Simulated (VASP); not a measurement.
Write the native input for VASP 6.6.1 that does the following.

* Task: single point
* Functional: PBE
* Potentials or basis: VASP PAW PBE potentials, release 64 (Tl_d, Re)
* Cutoff: 520 eV
* k mesh: 6 × 6 × 6
* Occupations: gaussian, width 0.1 eV
* Spin: no spin polarisation
* Dipole correction: no
* Further INCAR settings: ALGO = Fast; EDIFF = 1e-07; NBANDS = 25

The structure of TlRe3 lies in POSCAR:

```
TlRe3
1.0
   -1.9687106033      1.9687106033      4.2290412538
    1.9687106033     -1.9687106033      4.2290412538
    1.9687106033      1.9687106033     -4.2290412538
Tl Re
1 3
Direct
    0.0000000000      0.0000000000      0.0000000000
    0.5000000000      0.5000000000      0.0000000000
    0.2500000000      0.7500000000      0.5000000000
    0.7500000000      0.2500000000      0.5000000000
```

These files were run (other wordings do the same):

INCAR

```
SYSTEM = TlRe3
  ALGO = Fast
  EDIFF = 1E-7
  ENCUT = 520
  GGA = PE
  ISIF = 2
  ISMEAR = 0
  LASPH = .TRUE.
  LCHARG = .FALSE.
  LREAL = .FALSE.
  LWAVE = .FALSE.
  NBANDS = 25
  NELM = 100
  PREC = Accurate
  SIGMA = 0.1
```

KPOINTS

```
k-points
0
G
  6 6 6
  0 0 0
```

Potentials or basis: VASP PAW PBE potentials, release 64 (Tl_d, Re).

Run with:

```bash
$ cat potpaw_PBE.64/Tl_d/POTCAR potpaw_PBE.64/Re/POTCAR > POTCAR
$ mpirun -np 1 vasp_std > vasp.out
```

Results of the run:

```json
{
  "Pressure": "-0.2 GPa",
  "Band gap on the k mesh": "zero (band 17 reaches 9.38 eV, above the bottom of band 18 at 8.39 eV)"
}
```

Caveat: the k points lie up to 0.38 Å⁻¹ apart; spin-orbit coupling is left out, which moves the levels of the heavy elements.

Run time: 3 min on 1 thread of Intel(R) Xeon(R) Platinum 8488C (Sapphire Rapids), on a shared host, peak memory 0.26 GiB.
